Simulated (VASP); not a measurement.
# GaFe3 (Fm-3m) in VASP: notebook, part 2 of 2

VASP 6.6.1. The steps go on from the part before.

### Step 5. Single point, LDA, collinear spin, ferromagnetic start

INCAR

```
SYSTEM = GaFe3
PREC     = Accurate       ! precision mode
ENCUT    = 520            ! plane-wave cutoff, eV
EDIFF    = 1E-6           ! SCF threshold, eV
ISMEAR   = 1              ! smearing method
SIGMA    = 0.1            ! smearing width, eV
LREAL    = .FALSE.        ! projectors in reciprocal space
LASPH    = .TRUE.         ! aspherical terms in the spheres
NELM     = 150            ! most SCF steps
ALGO     = Normal         ! electronic algorithm
ISIF     = 2              ! what is computed and relaxed
LWAVE    = .FALSE.        ! write WAVECAR
LCHARG   = .FALSE.        ! write CHGCAR
ISPIN    = 2              ! spin polarisation
MAGMOM   = 0 3.5 3.5 3.5  ! initial moments
LORBIT   = 11             ! projections on sites
LMAXMIX  = 4              ! l up to which the mixer works
GGA      = CA             ! functional
NBANDS   = 30             ! bands
```

KPOINTS

```
regular mesh
0
G
  5 5 5
  0 0 0
```

POSCAR

```
GaFe3
1.0
    0.0000000000      2.8915940000      2.8915940000
    2.8915940000      0.0000000000      2.8915940000
    2.8915940000      2.8915940000      0.0000000000
Ga Fe
1 3
Direct
    0.0000000000      0.0000000000      0.0000000000
    0.5000000000      0.5000000000      0.5000000000
    0.7500000000      0.7500000000      0.7500000000
    0.2500000000      0.2500000000      0.2500000000
```

Potentials or basis: VASP PAW LDA potentials, release 64 (Ga_d, Fe).

Command:

```
> cat potpaw_LDA.64/Ga_d/POTCAR potpaw_LDA.64/Fe/POTCAR > POTCAR
> mpirun -np 1 vasp_std > vasp.out
```

OUTCAR:

```text
SYSTEM = GaFe3
   PREC = Accurate
   ENCUT = 520
   EDIFF = 1E-6
   ISMEAR = 1
   LREAL = .FALSE.
   LASPH = .TRUE.
   NELM = 150
   ISIF = 2
   ISPIN = 2
   LORBIT = 11
   GGA = CA

 ion  position               nearest neighbor table
   1  0.000  0.000  0.000-   3 2.50   3 2.50   3 2.50   3 2.50   4 2.50   4 2.50   4 2.50   4 2.50
                             2 2.89   2 2.89   2 2.89   2 2.89   2 2.89   2 2.89
   2  0.500  0.500  0.500-   4 2.50   4 2.50   4 2.50   3 2.50   4 2.50   3 2.50   3 2.50   3 2.50
                             1 2.89   1 2.89   1 2.89   1 2.89   1 2.89   1 2.89
   3  0.750  0.750  0.750-   2 2.50   2 2.50   2 2.50   1 2.50   2 2.50   1 2.50   1 2.50   1 2.50
                             4 2.89   4 2.89   4 2.89   4 2.89   4 2.89   4 2.89
   4  0.250  0.250  0.250-   1 2.50   1 2.50   1 2.50   1 2.50   2 2.50   2 2.50   2 2.50   2 2.50
                             3 2.89   3 2.89   3 2.89   3 2.89   3 2.89   3 2.89

  LATTYP: Found a face centered cubic cell.
 ALAT       =     5.7831880000

  Lattice vectors:

 A1 = (   0.0000000000,   2.8915940000,   2.8915940000)
 A2 = (   2.8915940000,   0.0000000000,   2.8915940000)
 A3 = (   2.8915940000,   2.8915940000,   0.0000000000)

Analysis of symmetry for initial positions (statically):
=====================================================================
 Subroutine PRICEL returns:
 Original cell was already a primitive cell.

 Routine SETGRP: Setting up the symmetry group for a
 face centered cubic supercell.

 Subroutine GETGRP returns: Found 48 space group operations
[... 9 lines left out ...]

 Routine SETGRP: Setting up the symmetry group for a
 face centered cubic supercell.

 Subroutine GETGRP returns: Found 48 space group operations
 (whereof 48 operations were pure point group operations)
 out of a pool of 48 trial point group operations.

The dynamic configuration has the point symmetry O_h .

Analysis of structural, dynamic, and magnetic symmetry:
=====================================================================
 Subroutine PRICEL returns:
 Original cell was already a primitive cell.

[... 150 lines left out ...]
 cond. band min:       6.2593129815   @ k =   0.4000   0.0000   0.0000
 fundamental gap:      0.0654011183
 Fermi energy:         6.1989678932

 spin component 1

 k-point     1 :       0.0000    0.0000    0.0000
  band No.  band energies     occupation
      1      -8.2291      1.00000
      2      -8.2291      1.00000
      3      -8.2291      1.00000
      4      -8.1825      1.00000
      5      -8.1825      1.00000
      6      -3.9389      1.00000
[... 319 lines left out ...]
     29      18.2075      0.00000
     30      18.4803      0.00000
 Fermi energy:         6.1989678932

 spin component 2

 k-point     1 :       0.0000    0.0000    0.0000
  band No.  band energies     occupation
      1      -8.2371      1.00000
      2      -8.2371      1.00000
      3      -8.2371      1.00000
      4      -8.1990      1.00000
      5      -8.1990      1.00000
      6      -3.7906      1.00000
[... 319 lines left out ...]
     29      18.5580      0.00000
     30      18.9466      0.00000

------------------------ aborting loop because EDIFF is reached ----------------------------------------

  FORCE on cell =-STRESS in cart. coord.  units (eV):
  Direction    XX          YY          ZZ          XY          YZ          ZX
  --------------------------------------------------------------------------------------
  -------------------------------------------------------------------------------------
  Total       -5.4742880     -5.4742880     -5.4742880      0.0000000      0.0000000      0.0000000
  in kB     -181.3828749   -181.3828749   -181.3828749      0.0000000      0.0000000      0.0000000
  external PRESSURE =    -181.3828749 kB  Pullay stress =       0.0000000 kB

 VOLUME and BASIS-vectors are now :
 -----------------------------------------------------------------------------
  energy-cutoff  :      520.00
  volume of cell :       48.36
      direct lattice vectors                 reciprocal lattice vectors
     0.000000000  2.891594000  2.891594000    -0.172915008  0.172915008  0.172915008
     2.891594000  0.000000000  2.891594000     0.172915008 -0.172915008  0.172915008
     2.891594000  2.891594000  0.000000000     0.172915008  0.172915008 -0.172915008

 POSITION                                       TOTAL-FORCE (eV/Angst)
 -----------------------------------------------------------------------------------
      0.00000      0.00000      0.00000        -0.000000     -0.000000      0.000000
      2.89159      2.89159      2.89159        -0.000000     -0.000000      0.000000
      4.33739      4.33739      4.33739        -0.000000     -0.000000      0.000000
      1.44580      1.44580      1.44580         0.000000      0.000000     -0.000000
 -----------------------------------------------------------------------------------
    total drift:                                0.000000     -0.000000     -0.000000

  FREE ENERGIE OF THE ION-ELECTRON SYSTEM (eV)
  ---------------------------------------------------
  free  energy   TOTEN  =       -31.5615596584 eV

  energy  without entropy=      -31.5633684516  energy(sigma->0) =      -31.56216259

 total charge

# of ion       s       p       d       tot
------------------------------------------
    1        0.881   0.918  10.030  11.829
    2        0.463   0.482   6.241   7.185
    3        0.413   0.485   6.350   7.248
    4        0.413   0.485   6.350   7.248
--------------------------------------------------
tot          2.168   2.370  28.972  33.510

 magnetization (x)

# of ion       s       p       d       tot
------------------------------------------
    1       -0.007  -0.077   0.003  -0.081
    2       -0.010  -0.028   2.390   2.352
    3       -0.007  -0.026   1.800   1.767
    4       -0.007  -0.026   1.800   1.767
--------------------------------------------------
tot         -0.031  -0.157   5.993   5.805
```

OSZICAR:

```text
N       E                     dE             d eps       ncg     rms          rms(c)
DAV:   1     0.267504706119E+03    0.26750E+03   -0.16446E+04  1288   0.198E+03
DAV:   2    -0.662092898956E+01   -0.27413E+03   -0.25615E+03  1200   0.400E+02
DAV:   3    -0.337752331490E+02   -0.27154E+02   -0.25844E+02  1320   0.134E+02
DAV:   4    -0.344060919530E+02   -0.63086E+00   -0.62937E+00  1344   0.236E+01
DAV:   5    -0.344187249839E+02   -0.12633E-01   -0.12632E-01  1452   0.325E+00    0.198E+01
DAV:   6    -0.328426059501E+02    0.15761E+01   -0.22958E+01  1452   0.690E+01    0.126E+01
DAV:   7    -0.319789565367E+02    0.86365E+00   -0.56064E+00  1386   0.425E+01    0.107E+01
DAV:   8    -0.317511173773E+02    0.22784E+00   -0.18755E+00  1422   0.302E+01    0.743E+00
DAV:   9    -0.315854144810E+02    0.16570E+00   -0.42934E-01  1596   0.103E+01    0.178E+00
DAV:  10    -0.315661830623E+02    0.19231E-01   -0.47533E-02  1660   0.245E+00    0.724E-01
DAV:  11    -0.315620290768E+02    0.41540E-02   -0.53844E-03  1846   0.104E+00    0.348E-01
DAV:  12    -0.315615799585E+02    0.44912E-03   -0.70982E-04  1472   0.287E-01    0.133E-01
DAV:  13    -0.315615600116E+02    0.19947E-04   -0.25122E-04  1476   0.255E-01    0.337E-02
DAV:  14    -0.315615601200E+02   -0.10843E-06   -0.36648E-05  1488   0.458E-02    0.197E-02
DAV:  15    -0.315615596584E+02    0.46157E-06   -0.15642E-06   938   0.178E-02
   1 F= -.31561560E+02 E0= -.31562163E+02  d E =0.180879E-02  mag=     5.8293
```

It took 19 s on 1 thread of AMD EPYC 9R45 (Zen 5), shared host; peak memory 0.14 GiB.

Results:

- Free energy: -31.5616 eV
- Pressure: -18.1 GPa
- Net moment: 5.83 μB per cell
- Site moments: Ga -0.08; Fe +2.35, +1.77 μB
- Valence electrons inside the program's atomic spheres: Ga 11.83; Fe 7.18, 7.25

Levels at points of the mesh, in eV from the Fermi level:
Spin up:
```tsv
k point	band 19	band 20	band 21	band 22	band 23	band 24
(0.00, 0.00, 0.00)	-0.60	-0.38	-0.38	4.58	5.45	5.45
```
Spin down:
| k point | band 13 | band 14 | band 15 | band 16 | band 17 | band 18 |
| --- | --- | --- | --- | --- | --- | --- |
| (0.00, 0.00, 0.00) | -1.10 | -1.10 | 1.00 | 1.00 | 1.00 | 1.36 |

Caveat: the k points lie up to 0.38 Å⁻¹ apart.

### Step 6. Summary

```csv
smearing,gap on the mesh (eV),pressure (GPa),moment (μB)
methfessel-paxton 0.5 eV,none,-17.6,5.94
methfessel-paxton 0.3 eV,none,-17.8,5.91
methfessel-paxton 0.2 eV,none,-18.0,5.86
methfessel-paxton 0.1 eV,none,-18.1,5.83
```

Alike in all rows: task single point; level LDA; potentials or basis VASP PAW LDA potentials, release 64 (Ga_d, Fe); spin collinear, ferromagnetic start; cell as given; k mesh 5 × 5 × 5; cutoff (eV) 520.

Caveats: all runs use coarse meshes.

Total energies depend on the potentials used, so only differences within one code and one set of settings carry meaning.
